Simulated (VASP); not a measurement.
A run of VASP 6.6.1:

File INCAR:

```
  PREC = Accurate
  ENCUT = 520
  EDIFF = 1E-6
  ISMEAR = -1
  SIGMA = 0.05
  LREAL = False
  LASPH = True
  NELM = 60
  ALGO = Normal
  ISIF = 2
  LWAVE = False
  LCHARG = True
  GGA = PE
  LELF = True
  LVHAR = True
  NBANDS = 35
```

File KPOINTS:

```
regular mesh
0
Gamma
  6 6 8
```

The input POSCAR:

```
SnO2
1.0
    4.8270190312      0.0000000000      0.0000000000
    0.0000000000      4.8270190312      0.0000000000
    0.0000000000      0.0000000000      3.2380738670
Sn O
2 4
Direct
    0.5000000000      0.5000000000      0.5000000000
    0.0000000000      0.0000000000      0.0000000000
    0.8065858712      0.1934141288      0.5000000000
    0.6934141288      0.6934141288      0.0000000000
    0.1934141288      0.8065858712      0.5000000000
    0.3065858712      0.3065858712      0.0000000000
```

Potentials or basis: VASP PAW PBE potentials, release 64 (Sn_d, O).

Run with:

```sh
$ cat potpaw_PBE.64/Sn_d/POTCAR potpaw_PBE.64/O/POTCAR > POTCAR
$ mpirun -np 1 vasp_std > vasp.out
```

Hardware: 1 thread of AMD EPYC 9R45 96-Core Processor (Zen 5), with other jobs on the host.

Estimate the wall time of this run.

Run time: 61 s on 1 thread of AMD EPYC 9R45 96-Core Processor (Zen 5), with other jobs on the host, peak memory 0.21 GiB. Counts: scf iterations 14, k points 50.
